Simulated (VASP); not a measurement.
# Os (Fm-3m) in VASP: single point with r2SCAN

Aim: the single point of Os with r2SCAN.

Program: VASP 6.6.1. These are calculated values, not measurements. Logs are shortened: lines on timing, memory, paths and dates and some standing lists are left out, and cuts for length are marked.

## (1) The cell of the first run

The structure is cubic, space group Fm-3m (No. 225). Conventional cell: a = 3.832 Å, b = 3.832 Å, c = 3.832 Å, α = 90.00°, β = 90.00°, γ = 90.00°. Os (site symmetry m-3m) has 12 Os at 2.71 Å within 3.6 Å.

This isn't the form of Os at room conditions, which is hcp.

## (2) Single point, r2SCAN

The input, POSCAR:

```
Os
1.0
    0.0000000000      1.9159173844      1.9159173844
    1.9159173844      0.0000000000      1.9159173844
    1.9159173844      1.9159173844      0.0000000000
Os
1
Direct
    0.0000000000      0.0000000000      0.0000000000
```

The input, INCAR.step1:

```
PREC = Accurate
ENCUT = 550
ISMEAR = 0
SIGMA = 0.1
LREAL = F
LASPH = T
NELM = 120
NBANDS = 14
GGA = PE
ALGO = Normal
EDIFF = 1E-5
LWAVE = T
LCHARG = F
GGA_COMPAT = F
```

The input, INCAR.step2:

```
PREC = Accurate
ENCUT = 550
EDIFF = 1E-6
ISMEAR = 0
SIGMA = 0.1
LREAL = F
LASPH = T
NELM = 120
ALGO = Normal
ISIF = 2
LWAVE = F
LCHARG = F
METAGGA = R2SCAN
LMIXTAU = T
NBANDS = 14
ISTART = 1
GGA_COMPAT = F
```

The input, KPOINTS:

```
Automatic mesh
0
Gamma
  18 18 18
```

Potentials or basis: VASP PAW PBE potentials, release 64 (Os_sv_GW).

Started as:

```bash
$ cat potpaw_PBE.64/Os_sv_GW/POTCAR > POTCAR
$ cp INCAR.step1 INCAR
$ mpirun -np 1 vasp_std > vasp.out
$ cp INCAR.step2 INCAR
$ mpirun -np 1 vasp_std > vasp.out
```

OUTCAR:

```text
PREC = Accurate
   ENCUT = 550
   EDIFF = 1E-6
   ISMEAR = 0
   LREAL = F
   LASPH = T
   NELM = 120
   ISIF = 2
   METAGGA = R2SCAN
   ISTART = 1

 ion  position               nearest neighbor table
   1  0.000  0.000  0.000-

  LATTYP: Found a face centered cubic cell.
 ALAT       =     3.8318347688

  Lattice vectors:

 A1 = (   0.0000000000,   1.9159173844,   1.9159173844)
 A2 = (   1.9159173844,   0.0000000000,   1.9159173844)
 A3 = (   1.9159173844,   1.9159173844,   0.0000000000)

Analysis of symmetry for initial positions (statically):
=====================================================================
 Subroutine PRICEL returns:
 Original cell was already a primitive cell.

 Routine SETGRP: Setting up the symmetry group for a
 face centered cubic supercell.

 Subroutine GETGRP returns: Found 48 space group operations
 (whereof 48 operations were pure point group operations)
 out of a pool of 48 trial point group operations.

The static configuration has the point symmetry O_h .

Analysis of symmetry for dynamics (positions and initial velocities):
=====================================================================
 Subroutine PRICEL returns:
 Original cell was already a primitive cell.

 Routine SETGRP: Setting up the symmetry group for a
 face centered cubic supercell.

 Subroutine GETGRP returns: Found 48 space group operations
 (whereof 48 operations were pure point group operations)
 out of a pool of 48 trial point group operations.

The dynamic configuration has the point symmetry O_h .

 Subroutine INISYM returns: Found 48 space group operations
 (whereof 48 operations are pure point group operations),
 and found     1 'primitive' translations

----------------------------------------------------------------------------------------

                                     Primitive cell

  volume of cell :      14.0657

  direct lattice vectors                    reciprocal lattice vectors
     0.000000000  1.915917384  1.915917384    -0.260971587  0.260971587  0.260971587
     1.915917384  0.000000000  1.915917384     0.260971587 -0.260971587  0.260971587
     1.915917384  1.915917384  0.000000000     0.260971587  0.260971587 -0.260971587

  length of vectors
     2.709516349  2.709516349  2.709516349     0.452016048  0.452016048  0.452016048

  position of ions in fractional coordinates (direct lattice)
     0.000000000  0.000000000  0.000000000

  ion indices of the primitive-cell ions
   primitive index   ion index
                 1           1

----------------------------------------------------------------------------------------

 KPOINTS: Automatic mesh

Automatic generation of k-mesh.
 Grid dimensions read from file:
 generate k-points for:   18   18   18

 Generating k-lattice:

  Cartesian coordinates                     Fractional coordinates (reciprocal lattice)
    -0.014498421  0.014498421  0.014498421     0.055555556  0.000000000  0.000000000
     0.014498421 -0.014498421  0.014498421     0.000000000  0.055555556  0.000000000
     0.014498421  0.014498421 -0.014498421     0.000000000  0.000000000  0.055555556

  Length of vectors
     0.025112003  0.025112003  0.025112003

  Shift w.r.t. Gamma in fractional coordinates (k-lattice)
     0.000000000  0.000000000  0.000000000

 Subroutine IBZKPT returns following result:
 ===========================================

 Found    195 irreducible k-points:

 Following reciprocal coordinates:
            Coordinates               Weight
  0.000000  0.000000  0.000000      1.000000
  0.055556  0.000000  0.000000      8.000000
  0.111111  0.000000  0.000000      8.000000
  0.166667  0.000000  0.000000      8.000000
  0.222222  0.000000  0.000000      8.000000
  0.277778  0.000000  0.000000      8.000000
[... 16 lines left out ...]
 -0.277778  0.055556  0.000000     24.000000
 -0.222222  0.055556  0.000000     24.000000
 [... further k-points ...]
   k-points           NKPTS =    195   k-points in BZ     NKDIM =    195   number of bands    NBANDS=     14
   number of dos      NEDOS =    301   number of ions     NIONS =      1
   total plane-waves  NPLWV =  13824
   dimension x,y,z NGX =    24 NGY =   24 NGZ =   24
   dimension x,y,z NGXF=    48 NGYF=   48 NGZF=   48
   ions per type =               1
   NGX,Y,Z   is equivalent  to a cutoff of  14.73, 14.73, 14.73 a.u.
   NGXF,Y,Z  is equivalent  to a cutoff of  29.45, 29.45, 29.45 a.u.
 SYSTEM =  unknown system
   PREC   = accura    normal or accurate (medium, high low for compatibility)
   ISTART =      1    job   : 0-new  1-cont  2-samecut
   ICHARG =      0    charge: 1-file 2-atom 10-const
   ISPIN  =      1    spin polarized calculation?
   LNONCOLLINEAR =      F non collinear calculations
   LSORBIT =      F    spin-orbit coupling
   LASPH  =      T    aspherical Exc in radial PAW
   ENCUT  =  550.0 eV  40.42 Ry    6.36 a.u.   5.18  5.18  5.18*2*pi/ulx,y,z
   NELM   =    120;   NELMIN=  2; NELMDL=  0     # of ELM steps
   EDIFF  = 0.1E-05   stopping-criterion for ELM
   LREAL  =      F    real-space projection
   EDIFFG = 0.1E-04   stopping-criterion for IOM
   NSW    =      0    number of steps for IOM
   IBRION =     -1    ionic relax: 0-MD 1-quasi-New 2-CG
   NFREE  =      0    steps in history (QN), initial steepest desc. (CG)
   ISIF   =      2    stress and relaxation
   ISYM   =      2    0-nonsym 1-usesym 2-fastsym
   POTIM  = 0.5000    time-step for ionic-motion
   TEBEG  =    0.0;   TEEND  =   0.0 temperature during run
   PSTRESS=    0.0 pullay stress
   NELECT =      16.0000    total number of electrons
   NUPDOWN=      -1.0000    fix difference up-down
   EMIN   =  10.00;   EMAX   =-10.00  energy-range for DOS
   EFERMI =   0.00;   METHOD = LEGACY
   ISMEAR =     0;   SIGMA  =   0.10  broadening in eV -4-tet -1-fermi 0-gaus
   EFERMI_NEDOS =   21; number of points for ismear=-14 and -15
   IALGO  =     38    algorithm
   IMIX   =      4    mixing-type and parameters
     AMIX     =   0.40;   BMIX     =  1.00
     AMIX_MAG =   1.60;   BMIX_MAG =  1.00
  volume/ion in A,a.u.               =      14.07        94.92
  Fermi-wavevector in a.u.,A,eV,Ry     =   1.708945  3.229438 39.735713  2.920493
  Thomas-Fermi vector in A             =   2.787520
   LORBIT       =      0    0 simple, 1 ext, 2 COOP (PROOUT), +10 PAW based schemes
   METAGGA = R2SCAN    functional components
   LHFCALC =     F    Hartree Fock is set to
   AEXX    =    0.0000 exact exchange contribution
   IVDW    =     0    specifies the selected vdW correction
   LEPSILON=     F    determine dielectric tensor
   LRPA    =     F    only Hartree local field effects (RPA)
 non-spin polarized calculation
 Gauss-broadening in eV      SIGMA  =   0.10
  energy-cutoff  :      550.00
  volume of cell :       14.07
 maximum number of plane-waves:       424
 NGX is ok and might be reduce to    24
   NGX = 11   NGY = 11   NGZ = 11

 number of electron      16.0000000 magnetization

 Free energy of the ion-electron system (eV)
  ---------------------------------------------------
  ext. energy  EPLUGINS =         0.00000000
  ---------------------------------------------------
  free energy    TOTEN  =       -53.93866494 eV

  energy without entropy =      -53.93512596  energy(sigma->0) =      -53.93689545

 E-fermi :  13.3093     XC(G=0): -15.9791

 val. band max:       13.2692029725   @ k =  -0.2778   0.1667   0.0000
 cond. band min:      13.3323597144   @ k =  -0.2222   0.2778   0.0556
 fundamental gap:      0.0631567419
 Fermi energy:        13.3092969532

 k-point     1 :       0.0000    0.0000    0.0000
  band No.  band energies     occupation
      1     -75.2381      2.00000
      2     -33.4270      2.00000
      3     -33.4270      2.00000
      4     -33.4270      2.00000
      5       2.1091      2.00000
      6      10.2827      2.00000
      7      10.2827      2.00000
      8      10.2827      2.00000
      9      13.4108      0.15133
     10      13.4108      0.15133
     11      27.2906      0.00000
     12      33.3746      0.00000
     13      33.3746      0.00000
     14      33.3746      0.00000

 k-point     2 :       0.0556    0.0000    0.0000
  band No.  band energies     occupation
      1     -75.2348      2.00000
      2     -33.4632      2.00000
      3     -33.4317      2.00000
      4     -33.4317      2.00000
      5       2.2613      2.00000
      6      10.1868      2.00000
      7      10.3510      2.00000
      8      10.3510      2.00000
      9      13.3590      0.48178
     10      13.3590      0.48178
     11      27.5737      0.00000
     12      32.7070      0.00000
     13      33.6413      0.00000
     14      33.6413      0.00000

 k-point     3 :       0.1111    0.0000    0.0000
  band No.  band energies     occupation
      1     -75.2253      2.00000
      2     -33.5670      2.00000
      3     -33.4453      2.00000
      4     -33.4453      2.00000
      5       2.7007      2.00000
      6       9.9411      2.00000
      7      10.5296      2.00000
      8      10.5296      2.00000
      9      13.2446      1.64001
     10      13.2446      1.64001
     11      28.3476      0.00000
     12      31.3686      0.00000
     13      34.4188      0.00000
     14      34.4188      0.00000
[... 324 lines left out ...]
 k-point    23 :      -0.2778    0.0556    0.0000
  band No.  band energies     occupation
      1     -75.1654      2.00000
      2     -34.1721      2.00000
      3     -33.5664      2.00000
      4     -33.5159      2.00000
      5       5.1346      2.00000
      6       9.7264      2.00000
      7      10.5741      2.00000
      8      10.7144      2.00000
      9      13.5987      0.00004
     10      14.6862      0.00000
     11      26.8606      0.00000
     12      30.5672      0.00000
     13      36.5890      0.00000
     14      37.9348      0.00000

 k-point    24 :      -0.2222    0.0556    0.0000
  band No.  band energies     occupation
      1     -75.1840      2.00000
      2     -33.9822      2.00000
      3     -33.5386      2.00000
      4     -33.4882      2.00000
      5       4.5242      2.00000
      6       9.3937      2.00000
      7      10.7653      2.00000
      8      10.8853      2.00000
      9      13.0198      1.99996
     10      14.0483      0.00000
     11      28.0851      0.00000
     12      31.0803      0.00000
     13      36.4906      0.00000
     14      37.9175      0.00000

 [... further k-points ...]

------------------------ aborting loop because EDIFF is reached ----------------------------------------

  FORCE on cell =-STRESS in cart. coord.  units (eV):
  Direction    XX          YY          ZZ          XY          YZ          ZX
  --------------------------------------------------------------------------------------
  -------------------------------------------------------------------------------------
  Total       -0.1668426     -0.1668426     -0.1668426      0.0000000     -0.0000000      0.0000000
  in kB      -19.0045352    -19.0045352    -19.0045352      0.0000000     -0.0000000      0.0000000
  external PRESSURE =     -19.0045352 kB  Pullay stress =       0.0000000 kB

 VOLUME and BASIS-vectors are now :
 -----------------------------------------------------------------------------
  energy-cutoff  :      550.00
  volume of cell :       14.07
      direct lattice vectors                 reciprocal lattice vectors
     0.000000000  1.915917384  1.915917384    -0.260971587  0.260971587  0.260971587
     1.915917384  0.000000000  1.915917384     0.260971587 -0.260971587  0.260971587
     1.915917384  1.915917384  0.000000000     0.260971587  0.260971587 -0.260971587

 POSITION                                       TOTAL-FORCE (eV/Angst)
 -----------------------------------------------------------------------------------
      0.00000      0.00000      0.00000         0.000000      0.000000      0.000000
 -----------------------------------------------------------------------------------
    total drift:                                0.000000     -0.000000      0.000000

  FREE ENERGIE OF THE ION-ELECTRON SYSTEM (eV)
  ---------------------------------------------------
  free  energy   TOTEN  =       -53.9386649399 eV

  energy  without entropy=      -53.9351259552  energy(sigma->0) =      -53.93689545
```

Wall time 5.2 min (1 thread of AMD EPYC 7R43 (Zen 3), shared host); peak memory 0.15 GiB.

Results:

| Property | Result |
| --- | --- |
| Free energy | -53.9387 eV |
| Pressure | -1.9 GPa |
| Band gap on the k mesh | zero (bands 8 and 9 overlap by 3.96 eV) |

Levels at points of the mesh, in eV from the Fermi level:
| k point | band 5 | band 6 | band 7 | band 8 | band 9 | band 10 | band 11 | band 12 |
| --- | --- | --- | --- | --- | --- | --- | --- | --- |
| (0.00, 0.00, 0.00) | -11.20 | -3.03 | -3.03 | -3.03 | 0.10 | 0.10 | 13.98 | 20.07 |
| (0.50, 0.00, 0.00) | -7.94 | -3.21 | -3.21 | -0.24 | 2.61 | 2.61 | 9.50 | 13.71 |
| (0.50, 0.50, 0.00) | -7.83 | -7.09 | 2.39 | 2.54 | 3.33 | 3.33 | 12.56 | 12.56 |

Caveat: the PAW data sets were made with another functional, which shifts forces and pressure a little; spin-orbit coupling is left out, which moves the levels of the heavy elements.
